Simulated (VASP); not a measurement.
# TiO2 (I4_1/amd) in VASP: relaxation of the atoms with LDA

Aim: the relaxation of the atoms of TiO2 with LDA.

Program: VASP 6.6.1. These are calculated values, not measurements. Logs are shortened: lines on timing, memory, paths and dates and some standing lists are left out, and cuts for length are marked.

### 1 The cell of the first run

The structure is tetragonal, space group I4_1/amd (No. 141). The conventional cell has a = 3.898 Å, b = 3.898 Å, c = 9.229 Å, α = 90.00°, β = 90.00°, γ = 90.00°. Within 2.5 Å of Ti (site symmetry -4m2) lie 6 O at 1.92 to 1.99 Å. O (site symmetry 2mm) has 3 Ti at 1.92 to 1.99 Å and 2 O at 2.48 Å within 2.5 Å.

### 2 Relaxation of the atoms, LDA

Contents of INCAR:

```
SYSTEM = TiO2
PREC = Accurate
ENCUT = 520
EDIFF = 1E-6
ISMEAR = 0
SIGMA = 0.01
LREAL = .False.
LASPH = .True.
NELM = 80
ALGO = Normal
ISIF = 2
LWAVE = .False.
LCHARG = .False.
GGA = CA
IBRION = 2
NSW = 80
EDIFFG = -0.002
```

Contents of KPOINTS:

```
regular mesh
0
Gamma
  7 7 7
  0 0 0
```

Contents of POSCAR:

```
TiO2
1.0
   -1.9488630000      1.9488630000      4.6145810000
    1.9488630000     -1.9488630000      4.6145810000
    1.9488630000      1.9488630000     -4.6145810000
Ti O
2 4
Direct
    0.0000000000      0.0000000000      0.0000000000
    0.7500000000      0.2500000000      0.5000000000
    0.2081000000      0.2081000000      0.0000000000
    0.9581000000      0.4581000000      0.5000000000
    0.5419000000      0.0419000000      0.5000000000
    0.7919000000      0.7919000000      0.0000000000
```

Potentials or basis: VASP PAW LDA potentials, release 64 (Ti_sv, O).

Command:

```
$ cat potpaw_LDA.64/Ti_sv/POTCAR potpaw_LDA.64/O/POTCAR > POTCAR
$ mpirun -np 1 vasp_std > vasp.out
```

OUTCAR:

```text
SYSTEM = TiO2
   PREC = Accurate
   ENCUT = 520
   EDIFF = 1E-6
   ISMEAR = 0
   LREAL = .False.
   LASPH = .True.
   NELM = 80
   ISIF = 2
   GGA = CA
   IBRION = 2
   NSW = 80
   EDIFFG = -0.002

 ion  position               nearest neighbor table
   1  0.000  0.000  0.000-   3 1.92   6 1.92   4 1.99   5 1.99   5 1.99   4 1.99
   2  0.750  0.250  0.500-   4 1.92   5 1.92   6 1.99   3 1.99   6 1.99   3 1.99
   3  0.208  0.208  0.000-   1 1.92   2 1.99   2 1.99
   4  0.958  0.458  0.500-   2 1.92   1 1.99   1 1.99
   5  0.542  0.042  0.500-   2 1.92   1 1.99   1 1.99
   6  0.792  0.792  0.000-   1 1.92   2 1.99   2 1.99

  LATTYP: Found a body centered tetragonal cell.
 ALAT       =     3.8977260000
 C/A-ratio  =     2.3678324233

  Lattice vectors:

 A1 = (  -1.9488630000,   1.9488630000,   4.6145810000)
 A2 = (   1.9488630000,  -1.9488630000,   4.6145810000)
 A3 = (   1.9488630000,   1.9488630000,  -4.6145810000)

Analysis of symmetry for initial positions (statically):
=====================================================================
 Subroutine PRICEL returns:
 Original cell was already a primitive cell.

 Routine SETGRP: Setting up the symmetry group for a
 body centered tetragonal supercell.

 Subroutine GETGRP returns: Found 16 space group operations
 (whereof  8 operations were pure point group operations)
 out of a pool of 16 trial point group operations.

The static configuration has the point symmetry D_2d.
 The point group associated with its full space group is D_4h.

Analysis of symmetry for dynamics (positions and initial velocities):
=====================================================================
 Subroutine PRICEL returns:
 Original cell was already a primitive cell.

 Routine SETGRP: Setting up the symmetry group for a
 body centered tetragonal supercell.

 Subroutine GETGRP returns: Found 16 space group operations
 (whereof  8 operations were pure point group operations)
 out of a pool of 16 trial point group operations.

The dynamic configuration has the point symmetry D_2d.
 The point group associated with its full space group is D_4h.

 Subroutine INISYM returns: Found 16 space group operations
 (whereof  8 operations are pure point group operations),
 and found     1 'primitive' translations

----------------------------------------------------------------------------------------

                                     Primitive cell

  volume of cell :      70.1060

  direct lattice vectors                    reciprocal lattice vectors
    -1.948863000  1.948863000  4.614581000     0.000000000  0.256559851  0.108352199
     1.948863000 -1.948863000  4.614581000     0.256559851  0.000000000  0.108352199
     1.948863000  1.948863000 -4.614581000     0.256559851  0.256559851  0.000000000

  length of vectors
     5.374987608  5.374987608  5.374987608     0.278501627  0.278501627  0.362830420

  position of ions in fractional coordinates (direct lattice)
     0.000000000  0.000000000  0.000000000
     0.750000000  0.250000000  0.500000000
     0.208100000  0.208100000  0.000000000
     0.958100000  0.458100000  0.500000000
     0.541900000  0.041900000  0.500000000
     0.791900000  0.791900000  0.000000000

  ion indices of the primitive-cell ions
   primitive index   ion index
                 1           1
                 2           2
                 3           3
                 4           4
                 5           5
                 6           6

----------------------------------------------------------------------------------------

 KPOINTS: regular mesh

Automatic generation of k-mesh.
 Grid dimensions read from file:
 generate k-points for:    7    7    7

 Generating k-lattice:

  Cartesian coordinates                     Fractional coordinates (reciprocal lattice)
     0.000000000  0.036651407  0.015478886     0.142857143  0.000000000  0.000000000
     0.036651407  0.000000000  0.015478886     0.000000000  0.142857143  0.000000000
     0.036651407  0.036651407  0.000000000     0.000000000  0.000000000  0.142857143

  Length of vectors
     0.039785947  0.039785947  0.051832917

  Shift w.r.t. Gamma in fractional coordinates (k-lattice)
     0.000000000  0.000000000  0.000000000

 Subroutine IBZKPT returns following result:
 ===========================================

 Found     40 irreducible k-points:

 Following reciprocal coordinates:
            Coordinates               Weight
  0.000000  0.000000  0.000000      1.000000
  0.142857  0.000000  0.000000      8.000000
  0.285714  0.000000 -0.000000      8.000000
  0.428571  0.000000 -0.000000      8.000000
  0.142857  0.142857  0.000000      8.000000
  0.285714  0.142857  0.000000     16.000000
[... 16 lines left out ...]
 -0.142857  0.285714  0.142857      8.000000
 -0.428571  0.428571  0.142857      8.000000
 [... further k-points ...]
   k-points           NKPTS =     40   k-points in BZ     NKDIM =     40   number of bands    NBANDS=     28
   number of dos      NEDOS =    301   number of ions     NIONS =      6
   total plane-waves  NPLWV =  64000
   dimension x,y,z NGX =    40 NGY =   40 NGZ =   40
   dimension x,y,z NGXF=    80 NGYF=   80 NGZF=   80
   ions per type =               2   4
   NGX,Y,Z   is equivalent  to a cutoff of  12.37, 12.37, 12.37 a.u.
   NGXF,Y,Z  is equivalent  to a cutoff of  24.74, 24.74, 24.74 a.u.
 SYSTEM =  TiO2
   PREC   = accura    normal or accurate (medium, high low for compatibility)
   ISTART =      0    job   : 0-new  1-cont  2-samecut
   ICHARG =      2    charge: 1-file 2-atom 10-const
   ISPIN  =      1    spin polarized calculation?
   LNONCOLLINEAR =      F non collinear calculations
   LSORBIT =      F    spin-orbit coupling
   LASPH  =      T    aspherical Exc in radial PAW
   ENCUT  =  520.0 eV  38.22 Ry    6.18 a.u.   9.99  9.99  9.99*2*pi/ulx,y,z
   NELM   =     80;   NELMIN=  2; NELMDL= -5     # of ELM steps
   EDIFF  = 0.1E-05   stopping-criterion for ELM
   LREAL  =      F    real-space projection
   EDIFFG = -.2E-02   stopping-criterion for IOM
   NSW    =     80    number of steps for IOM
   IBRION =      2    ionic relax: 0-MD 1-quasi-New 2-CG
   NFREE  =      1    steps in history (QN), initial steepest desc. (CG)
   ISIF   =      2    stress and relaxation
   ISYM   =      2    0-nonsym 1-usesym 2-fastsym
   POTIM  = 0.5000    time-step for ionic-motion
   TEBEG  =    0.0;   TEEND  =   0.0 temperature during run
   PSTRESS=    0.0 pullay stress
   NELECT =      48.0000    total number of electrons
   NUPDOWN=      -1.0000    fix difference up-down
   EMIN   =  10.00;   EMAX   =-10.00  energy-range for DOS
   EFERMI =   0.00;   METHOD = LEGACY
   ISMEAR =     0;   SIGMA  =   0.01  broadening in eV -4-tet -1-fermi 0-gaus
   EFERMI_NEDOS =   21; number of points for ismear=-14 and -15
   IALGO  =     38    algorithm
   IMIX   =      4    mixing-type and parameters
     AMIX     =   0.40;   BMIX     =  1.00
     AMIX_MAG =   1.60;   BMIX_MAG =  1.00
  volume/ion in A,a.u.               =      11.68        78.85
  Fermi-wavevector in a.u.,A,eV,Ry     =   1.442902  2.726690 28.326884  2.081967
  Thomas-Fermi vector in A             =   2.561370
   LORBIT       =      0    0 simple, 1 ext, 2 COOP (PROOUT), +10 PAW based schemes
   GGA     = CA    functional components
   LHFCALC =     F    Hartree Fock is set to
   AEXX    =    0.0000 exact exchange contribution
   IVDW    =     0    specifies the selected vdW correction
   LEPSILON=     F    determine dielectric tensor
   LRPA    =     F    only Hartree local field effects (RPA)
 conjugate gradient relaxation of ions
 non-spin polarized calculation
 Gauss-broadening in eV      SIGMA  =   0.01
  energy-cutoff  :      520.00
  volume of cell :       70.11
 maximum number of plane-waves:      1904
   NGX = 19   NGY = 19   NGZ = 19

--------------------------------------- Ionic step        1  -------------------------------------------

 number of electron      48.0000002 magnetization

 Free energy of the ion-electron system (eV)
  ---------------------------------------------------
  ext. energy  EPLUGINS =         0.00000000
  ---------------------------------------------------
  free energy    TOTEN  =       -58.57494755 eV

  energy without entropy =      -58.57494755  energy(sigma->0) =      -58.57494755

------------------------ aborting loop because EDIFF is reached ----------------------------------------

  FORCE on cell =-STRESS in cart. coord.  units (eV):
  Direction    XX          YY          ZZ          XY          YZ          ZX
  --------------------------------------------------------------------------------------
  -------------------------------------------------------------------------------------
  Total       -6.3748063     -6.3748063      0.2862849      0.0000000      0.0000000      0.0000000
  in kB     -145.6876333   -145.6876333      6.5426565      0.0000000      0.0000000      0.0000000
  external PRESSURE =     -94.9442034 kB  Pullay stress =       0.0000000 kB
[... 65 lines left out ...]
  energy  without entropy=      -58.6013282205  energy(sigma->0) =      -58.60132822

--------------------------------------- Ionic step        3  -------------------------------------------

 number of electron      48.0000007 magnetization

 Free energy of the ion-electron system (eV)
  ---------------------------------------------------
  ext. energy  EPLUGINS =         0.00000000
  ---------------------------------------------------
  free energy    TOTEN  =       -58.60195125 eV

  energy without entropy =      -58.60195125  energy(sigma->0) =      -58.60195125

 E-fermi :   2.8560     XC(G=0): -11.2078

 val. band max:        2.8029034231   @ k =  -0.4286   0.4286   0.0000
 cond. band min:       4.6048012276   @ k =   0.0000   0.0000   0.0000
 fundamental gap:      1.8018978045
 Fermi energy:         2.8559642605

 k-point     1 :       0.0000    0.0000    0.0000
  band No.  band energies     occupation
      1     -52.9995      2.00000
      2     -52.9315      2.00000
      3     -29.8592      2.00000
      4     -29.6130      2.00000
      5     -29.6130      2.00000
      6     -29.5283      2.00000
[... 733 lines left out ...]
     27       6.3276      0.00000
     28       6.3965      0.00000

 [... further k-points ...]
[... 5 lines left out ...]
  --------------------------------------------------------------------------------------
  -------------------------------------------------------------------------------------
  Total       -6.6378876     -6.6378876     -2.2540961      0.0000000      0.0000000      0.0000000
  in kB     -151.7000045   -151.7000045    -51.5143387      0.0000000      0.0000000      0.0000000
  external PRESSURE =    -118.3047826 kB  Pullay stress =       0.0000000 kB
[... 21 lines left out ...]
  FREE ENERGIE OF THE ION-ELECTRON SYSTEM (eV)
  ---------------------------------------------------
  free  energy   TOTEN  =       -58.6019512467 eV

  energy  without entropy=      -58.6019512467  energy(sigma->0) =      -58.60195125

 reached required accuracy - stopping structural energy minimisation
```

Run time: 6.1 min. Hardware: 1 thread of Intel Xeon 8259CL, shared host; peak memory 0.24 GiB.

What came out:

| Property | Result |
| --- | --- |
| Free energy | -58.6020 eV |
| Energy gained by relaxing | 4.5 meV/atom |
| Ionic steps | 3 |
| Pressure after relaxing | -11.8 GPa |
| Band gap on the k mesh | 1.80 eV (least direct gap 2.22 eV) |

Step by step:
| step | energy change (eV) | largest force (eV/Å) | pressure (GPa) |
| --- | --- | --- | --- |
| 1 | 0.0000 | 0.4923 | -9.49 |
| 2 | -0.0264 | 0.0718 | -11.49 |
| 3 | -0.0270 | 0.0004 | -11.83 |

Final structure:
```
Ti O
1.0
    -1.94886    1.94886    4.61458
     1.94886   -1.94886    4.61458
     1.94886    1.94886   -4.61458
Ti O
2 4
Direct
  0.00000 0.00000 0.00000
  0.75000 0.25000 0.50000
  0.21115 0.21115 0.00000
  0.96115 0.46115 0.50000
  0.53885 0.03885 0.50000
  0.78885 0.78885 0.00000
```

Levels at points of the mesh, in eV from the valence-band top:
```
           k point  band 22  band 23  band 24  band 25  band 26  band 27
(0.00, 0.00, 0.00)    -0.62    -0.51    -0.51     1.80     2.68     3.56
```

A k mesh can miss the band edges.
